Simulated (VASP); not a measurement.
# KIr12 in VASP: notebook

The runs below take KIr12 through single point, with PBEsol.

Everything below comes from runs of VASP 6.6.1. Logs are shortened: lines on timing, memory, paths and dates and some standing lists are left out, and cuts for length are marked.

### Step 1. The cell of the first run

The cell holds a slab with vacuum, 13 atoms: a = 5.431 Å, b = 5.431 Å, c = 15.434 Å, α = 90.00°, β = 90.00°, γ = 60.00°.

### Step 2. Single point, PBEsol

INCAR reads:

```
SYSTEM = KIr12
ALGO     = Normal         ! electronic algorithm
EDIFF    = 1E-7           ! SCF threshold, eV
ENCUT    = 520            ! plane-wave cutoff, eV
GGA      = PS             ! functional
ISIF     = 2              ! what is computed and relaxed
ISMEAR   = 0              ! smearing method
LASPH    = .True.         ! aspherical terms in the spheres
LCHARG   = .False.        ! write CHGCAR
LREAL    = .False.        ! projectors in reciprocal space
LWAVE    = .False.        ! write WAVECAR
NBANDS   = 70             ! bands
NELM     = 80             ! most SCF steps
PREC     = Accurate       ! precision mode
SIGMA    = 0.1            ! smearing width, eV
```

KPOINTS reads:

```
k-points
0
Gamma
  4 4 1
  0 0 0
```

POSCAR reads:

```
KIr12
1.0
    5.4305800000      0.0000000000      0.0000000000
    2.7152900000      4.7030200000      0.0000000000
    0.0000000000      0.0000000000     15.4340500000
Ir K
12 1
Direct
    0.1666666312      0.1666667375      0.0647918077
    0.6666666312      0.1666667375      0.0647918077
    0.1666666312      0.6666667375      0.0647918077
    0.6666666312      0.6666667375      0.0647918077
   -0.1663643332      0.3334482949      0.2055864145
    0.3344206594      0.3325467466      0.2035262293
   -0.1670624019      0.8343071048      0.2046352059
    0.3338049179      0.8340334508      0.2051284660
    0.0010381083     -0.0010295512      0.3454094032
    0.5005705749      0.0005290218      0.3455853130
    0.0039357885      0.5014552351      0.3434407042
    0.4974183302      0.5008245765      0.3443916535
    0.8144072561      0.4339456349      0.5273050172
```

Potentials or basis: VASP PAW PBE potentials, release 64 (Ir, K_sv).

Started as:

```sh
$ cat potpaw_PBE.64/Ir/POTCAR potpaw_PBE.64/K_sv/POTCAR > POTCAR
$ mpirun -np 1 vasp_std > vasp.out
```

OUTCAR:

```text
SYSTEM = KIr12
   EDIFF = 1E-7
   ENCUT = 520
   GGA = PS
   ISIF = 2
   ISMEAR = 0
   LASPH = .True.
   LREAL = .False.
   NELM = 80
   PREC = Accurate

 ion  position               nearest neighbor table
   1  0.167  0.167  0.065-   6 2.65   8 2.67   5 2.68   3 2.72   3 2.72   4 2.72   4 2.72   2 2.72
                             2 2.72
   2  0.667  0.167  0.065-   6 2.65   7 2.66   5 2.68   4 2.72   3 2.72   4 2.72   3 2.72   1 2.72
                             1 2.72
   3  0.167  0.667  0.065-   6 2.66   7 2.67   8 2.68   1 2.72   1 2.72   2 2.72   2 2.72   4 2.72
                             4 2.72
   4  0.667  0.667  0.065-   7 2.67   8 2.67   5 2.68   2 2.72   1 2.72   2 2.72   1 2.72   3 2.72
                             3 2.72
   5  0.834  0.333  0.206-  11 2.66  12 2.66   9 2.67   1 2.68   4 2.68   2 2.68   7 2.71   6 2.71
                             8 2.71   8 2.72   6 2.72   7 2.72
   6  0.334  0.333  0.204-   2 2.65   1 2.65   3 2.66  11 2.66  12 2.67  10 2.69   7 2.71   8 2.71
                             5 2.71   5 2.72   8 2.72   7 2.72
   7  0.833  0.834  0.205-  11 2.65   2 2.66   3 2.67   4 2.67   9 2.68  10 2.68   6 2.71   8 2.71
                             5 2.71   5 2.72   8 2.72   6 2.72
   8  0.334  0.834  0.205-  12 2.66   9 2.67   1 2.67   4 2.67  10 2.68   3 2.68   6 2.71   7 2.71
                             5 2.71   5 2.72   7 2.72   6 2.72
   9  0.001  0.999  0.345-   5 2.67   8 2.67   7 2.68  11 2.69  12 2.70  10 2.71  10 2.72  12 2.73
                            11 2.74  13 3.48
  10  0.501  0.001  0.346-   8 2.68   7 2.68   6 2.69  12 2.71  11 2.71   9 2.71   9 2.72  11 2.72
                            12 2.72
  11  0.004  0.501  0.343-   7 2.65   5 2.66   6 2.66  12 2.68   9 2.69  10 2.71  10 2.72   9 2.74
                            12 2.75  13 3.10
  12  0.497  0.501  0.344-   8 2.66   5 2.66   6 2.67  11 2.68   9 2.70  10 2.71  10 2.72   9 2.73
                            11 2.75  13 3.23
  13  0.814  0.434  0.527-  11 3.10  12 3.23   9 3.48

  LATTYP: Found a hexagonal cell.
 ALAT       =     5.4305797945
 C/A-ratio  =     2.8420630180

  Lattice vectors:

 A1 = (  -2.7152900000,  -4.7030200000,   0.0000000000)
 A2 = (   5.4305800000,   0.0000000000,   0.0000000000)
 A3 = (   0.0000000000,   0.0000000000,  15.4340500000)

Analysis of symmetry for initial positions (statically):
=====================================================================
 Subroutine PRICEL returns:
 Original cell was already a primitive cell.

 Routine SETGRP: Setting up the symmetry group for a
 hexagonal supercell.

 Subroutine GETGRP returns: Found  1 space group operations
 (whereof  1 operations were pure point group operations)
 out of a pool of 24 trial point group operations.

The static configuration has the point symmetry C_1 .

Analysis of symmetry for dynamics (positions and initial velocities):
=====================================================================
 Subroutine PRICEL returns:
 Original cell was already a primitive cell.

 Routine SETGRP: Setting up the symmetry group for a
 hexagonal supercell.

 Subroutine GETGRP returns: Found  1 space group operations
 (whereof  1 operations were pure point group operations)
 out of a pool of 24 trial point group operations.

The dynamic configuration has the point symmetry C_1 .

 Subroutine INISYM returns: Found  1 space group operations
 (whereof  1 operations are pure point group operations),
 and found     1 'primitive' translations

----------------------------------------------------------------------------------------

                                     Primitive cell

  volume of cell :     394.1876

  direct lattice vectors                    reciprocal lattice vectors
     5.430580000  0.000000000  0.000000000     0.184142394 -0.106314666  0.000000000
     2.715290000  4.703020000  0.000000000     0.000000000  0.212629332  0.000000000
     0.000000000  0.000000000 15.434050000     0.000000000  0.000000000  0.064791808

  length of vectors
     5.430580000  5.430579795 15.434050000     0.212629324  0.212629332  0.064791808

  position of ions in fractional coordinates (direct lattice)
     0.166666631  0.166666738  0.064791808
     0.666666631  0.166666738  0.064791808
     0.166666631  0.666666738  0.064791808
[... 39 lines left out ...]
     0.000000000  0.053157333  0.000000000     0.000000000  0.250000000  0.000000000
     0.000000000  0.000000000  0.064791808     0.000000000  0.000000000  1.000000000

  Length of vectors
     0.053157331  0.053157333  0.064791808

  Shift w.r.t. Gamma in fractional coordinates (k-lattice)
     0.000000000  0.000000000  0.000000000

 Subroutine IBZKPT returns following result:
 ===========================================

 Found     10 irreducible k-points:

 Following reciprocal coordinates:
            Coordinates               Weight
  0.000000  0.000000  0.000000      1.000000
  0.250000  0.000000  0.000000      2.000000
  0.250000  0.250000  0.000000      2.000000
  0.000000  0.250000  0.000000      2.000000
  0.500000  0.000000  0.000000      1.000000
  0.500000  0.500000  0.000000      1.000000
  0.000000  0.500000  0.000000      1.000000
  0.500000  0.250000  0.000000      2.000000
  0.250000  0.500000  0.000000      2.000000
 -0.250000  0.250000  0.000000      2.000000
   k-points           NKPTS =     10   k-points in BZ     NKDIM =     10   number of bands    NBANDS=     70
   number of dos      NEDOS =    301   number of ions     NIONS =     13
   total plane-waves  NPLWV = 192000
   dimension x,y,z NGX =    40 NGY =   40 NGZ =  120
   dimension x,y,z NGXF=    80 NGYF=   80 NGZF=  240
   ions per type =              12   1
   NGX,Y,Z   is equivalent  to a cutoff of  12.25, 12.25, 12.93 a.u.
   NGXF,Y,Z  is equivalent  to a cutoff of  24.49, 24.49, 25.85 a.u.
 SYSTEM =  KIr12
   PREC   = accura    normal or accurate (medium, high low for compatibility)
   ISTART =      0    job   : 0-new  1-cont  2-samecut
   ICHARG =      2    charge: 1-file 2-atom 10-const
   ISPIN  =      1    spin polarized calculation?
   LNONCOLLINEAR =      F non collinear calculations
   LSORBIT =      F    spin-orbit coupling
   LASPH  =      T    aspherical Exc in radial PAW
   ENCUT  =  520.0 eV  38.22 Ry    6.18 a.u.  10.10 10.10 28.70*2*pi/ulx,y,z
   NELM   =     80;   NELMIN=  2; NELMDL= -5     # of ELM steps
   EDIFF  = 0.1E-06   stopping-criterion for ELM
   LREAL  =      F    real-space projection
   EDIFFG = 0.1E-05   stopping-criterion for IOM
   NSW    =      0    number of steps for IOM
   IBRION =     -1    ionic relax: 0-MD 1-quasi-New 2-CG
   NFREE  =      0    steps in history (QN), initial steepest desc. (CG)
   ISIF   =      2    stress and relaxation
   ISYM   =      2    0-nonsym 1-usesym 2-fastsym
   POTIM  = 0.5000    time-step for ionic-motion
   TEBEG  =    0.0;   TEEND  =   0.0 temperature during run
   PSTRESS=    0.0 pullay stress
   NELECT =     117.0000    total number of electrons
   NUPDOWN=      -1.0000    fix difference up-down
   EMIN   =  10.00;   EMAX   =-10.00  energy-range for DOS
   EFERMI =   0.00;   METHOD = LEGACY
   ISMEAR =     0;   SIGMA  =   0.10  broadening in eV -4-tet -1-fermi 0-gaus
   EFERMI_NEDOS =   21; number of points for ismear=-14 and -15
   IALGO  =     38    algorithm
   IMIX   =      4    mixing-type and parameters
     AMIX     =   0.40;   BMIX     =  1.00
     AMIX_MAG =   1.60;   BMIX_MAG =  1.00
  volume/ion in A,a.u.               =      30.32       204.62
  Fermi-wavevector in a.u.,A,eV,Ry     =   1.092033  2.063643 16.225441  1.192536
  Thomas-Fermi vector in A             =   2.228290
   LORBIT       =      0    0 simple, 1 ext, 2 COOP (PROOUT), +10 PAW based schemes
   GGA     = PS    functional components
   LHFCALC =     F    Hartree Fock is set to
   AEXX    =    0.0000 exact exchange contribution
   IVDW    =     0    specifies the selected vdW correction
   LEPSILON=     F    determine dielectric tensor
   LRPA    =     F    only Hartree local field effects (RPA)
 non-spin polarized calculation
 Gauss-broadening in eV      SIGMA  =   0.10
  energy-cutoff  :      520.00
  volume of cell :      394.19
 maximum number of plane-waves:     10640
   NGX = 21   NGY = 21   NGZ = 57

 number of electron     117.0000003 magnetization

 Free energy of the ion-electron system (eV)
  ---------------------------------------------------
  ext. energy  EPLUGINS =         0.00000000
  ---------------------------------------------------
  free energy    TOTEN  =      -111.98960050 eV

  energy without entropy =     -111.88577277  energy(sigma->0) =     -111.93768664

 E-fermi :   2.9127     XC(G=0):  -7.9130

 val. band max:        2.9025309652   @ k =   0.2500   0.0000   0.0000
 cond. band min:       2.9153352413   @ k =   0.0000   0.2500   0.0000
 fundamental gap:      0.0128042760
 Fermi energy:         2.9127137761

 k-point     1 :       0.0000    0.0000    0.0000
  band No.  band energies     occupation
      1     -28.5720      2.00000
      2     -12.1590      2.00000
      3     -12.1395      2.00000
      4     -12.1295      2.00000
      5      -7.4816      2.00000
      6      -5.4320      2.00000
[... 719 lines left out ...]
     69       3.6892      0.00000
     70       3.7395      0.00000

------------------------ aborting loop because EDIFF is reached ----------------------------------------

  FORCE on cell =-STRESS in cart. coord.  units (eV):
  Direction    XX          YY          ZZ          XY          YZ          ZX
  --------------------------------------------------------------------------------------
  -------------------------------------------------------------------------------------
  Total      -14.8326116    -15.1170567      0.1566607     -0.0233298     -0.1542442     -0.2092756
  in kB      -60.2872209    -61.4433491      0.6367480     -0.0948241     -0.6269264     -0.8506018
  external PRESSURE =     -40.3646073 kB  Pullay stress =       0.0000000 kB

 VOLUME and BASIS-vectors are now :
 -----------------------------------------------------------------------------
  energy-cutoff  :      520.00
  volume of cell :      394.19
      direct lattice vectors                 reciprocal lattice vectors
     5.430580000  0.000000000  0.000000000     0.184142394 -0.106314666  0.000000000
     2.715290000  4.703020000  0.000000000     0.000000000  0.212629332  0.000000000
     0.000000000  0.000000000 15.434050000     0.000000000  0.000000000  0.064791808

 POSITION                                       TOTAL-FORCE (eV/Angst)
 -----------------------------------------------------------------------------------
      1.35764      0.78384      1.00000        -0.074280     -0.010731     -0.055385
      4.07293      0.78384      1.00000         0.085416      0.007460     -0.093666
      2.71529      3.13535      1.00000         0.028379      0.068011     -0.096563
      5.43058      3.13535      1.00000        -0.008044     -0.043614      0.015441
      5.43253      1.56821      3.17303        -0.001170     -0.001133     -0.004516
      2.71906      1.56397      3.14123         0.000342      0.000068      0.005906
      6.78872      3.92376      3.15835         0.000465      0.001217     -0.000722
      4.07740      3.92248      3.16596        -0.001160      0.000319     -0.004188
      2.71813      4.69818      5.33107        -0.000205      0.001926      0.057638
      2.71983      0.00249      5.33378        -0.000540     -0.000015      0.057511
      1.38297      2.35835      5.30068        -0.003468     -0.000834      0.058878
      4.06115      2.35539      5.31536         0.001387     -0.000437      0.056246
      5.60099      2.04085      8.13845        -0.027122     -0.022236      0.003419
 -----------------------------------------------------------------------------------
    total drift:                                0.000157     -0.000040      0.000569

  FREE ENERGIE OF THE ION-ELECTRON SYSTEM (eV)
  ---------------------------------------------------
  free  energy   TOTEN  =      -111.9896005014 eV

  energy  without entropy=     -111.8857727697  energy(sigma->0) =     -111.93768664
```

It took 17 min on 1 thread of Intel Xeon Platinum 8259CL at 2.50GHz (Skylake/Cascade Lake), shared host; peak memory 0.58 GiB.

What came out:

- Free energy: -111.9896 eV
- Largest force: 0.127 eV/Å
- Band gap on the k mesh: zero (an odd number of electrons rules out a gap without spin polarisation)

Forces on the atoms (eV/Å):
```
Ir  -0.074 -0.011 -0.055
Ir   0.085  0.007 -0.094
Ir   0.028  0.068 -0.097
Ir  -0.008 -0.044  0.015
Ir  -0.001 -0.001 -0.005
Ir   0.000  0.000  0.006
Ir   0.000  0.001 -0.001
Ir  -0.001  0.000 -0.004
Ir   0.000  0.002  0.058
Ir  -0.001  0.000  0.058
Ir  -0.003 -0.001  0.059
Ir   0.001  0.000  0.056
K   -0.027 -0.022  0.003
```

Caveat: there is no dipole correction, which matters where the two faces differ; the PAW data sets were made with another functional, which shifts forces and pressure a little; spin-orbit coupling is left out, which moves the levels of the heavy elements.

### Step 3. Single point, PBEsol

INCAR reads:

```
SYSTEM = KIr12
ALGO = Normal
EDIFF = 1E-6
ENCUT = 520
GGA = PS
ISIF = 2
ISMEAR = 0
LASPH = .TRUE.
LCHARG = .FALSE.
LREAL = .FALSE.
LWAVE = .FALSE.
NBANDS = 70
NELM = 60
PREC = Accurate
SIGMA = 0.1
```

KPOINTS reads:

```
k-points
0
G
  4 4 1
  0 0 0
```

POSCAR reads:

```
KIr12
1.0
    5.4305800000      0.0000000000      0.0000000000
    2.7152900000      4.7030200000      0.0000000000
    0.0000000000      0.0000000000     15.4340500000
Ir K
12 1
Direct
    0.1666666312      0.1666667375      0.0647918077
    0.6666666312      0.1666667375      0.0647918077
    0.1666666312      0.6666667375      0.0647918077
    0.6666666312      0.6666667375      0.0647918077
   -0.1660672234      0.3331336035      0.2054332466
    0.3349496185      0.3323473002      0.2031103955
   -0.1665324391      0.8340555643      0.2048764906
    0.3340931071      0.8336526317      0.2054675215
    0.0011513325     -0.0005069083      0.3457929707
    0.5010636493      0.0004584288      0.3454922072
    0.0054335459      0.4998094841      0.3431000288
    0.4987220531      0.4995945159      0.3445366576
    0.7967292751      0.5007516447      0.5277485819
```

Potentials or basis: VASP PAW PBE potentials, release 64 (Ir, K_sv).

Started as:

```sh
$ cat potpaw_PBE.64/Ir/POTCAR potpaw_PBE.64/K_sv/POTCAR > POTCAR
$ mpirun -np 1 vasp_std > vasp.out
```

Run time: 14 min. Hardware: 1 thread of Intel Xeon Platinum 8259CL at 2.50GHz (Skylake/Cascade Lake), shared host; peak memory 0.57 GiB.

The run converged. Its results:

| Property | Result |
| --- | --- |
| Free energy | -111.9815 eV |
| Largest force | 0.152 eV/Å |
| Band gap on the k mesh | zero (an odd number of electrons rules out a gap without spin polarisation) |

Forces on the atoms (eV/Å):
```
Ir  -0.078 -0.042 -0.068
Ir   0.094 -0.018 -0.119
Ir   0.035  0.095 -0.088
Ir  -0.005 -0.027  0.043
Ir   0.001  0.000 -0.003
Ir  -0.002  0.002  0.010
Ir   0.001 -0.002 -0.001
Ir  -0.002  0.000 -0.004
Ir   0.000  0.000  0.058
Ir  -0.001 -0.001  0.057
Ir  -0.003  0.000  0.056
Ir   0.000  0.001  0.055
K   -0.041 -0.008  0.004
```

Levels at points of the mesh, in eV from the Fermi level:
```
           k point  band 57  band 58  band 59  band 60  band 61  band 62
(0.00, 0.00, 0.00)     0.53     0.69     0.69     0.72     0.76     0.77
(0.50, 0.00, 0.00)    -0.76    -0.69    -0.54    -0.52    -0.34    -0.33
(0.50, 0.50, 0.00)    -0.75    -0.69    -0.54    -0.53    -0.34    -0.33
(0.00, 0.50, 0.00)    -0.73    -0.70    -0.56    -0.51    -0.35    -0.33
```

Caveat: there is no dipole correction, which matters where the two faces differ; the PAW data sets were made with another functional, which shifts forces and pressure a little; spin-orbit coupling is left out, which moves the levels of the heavy elements.
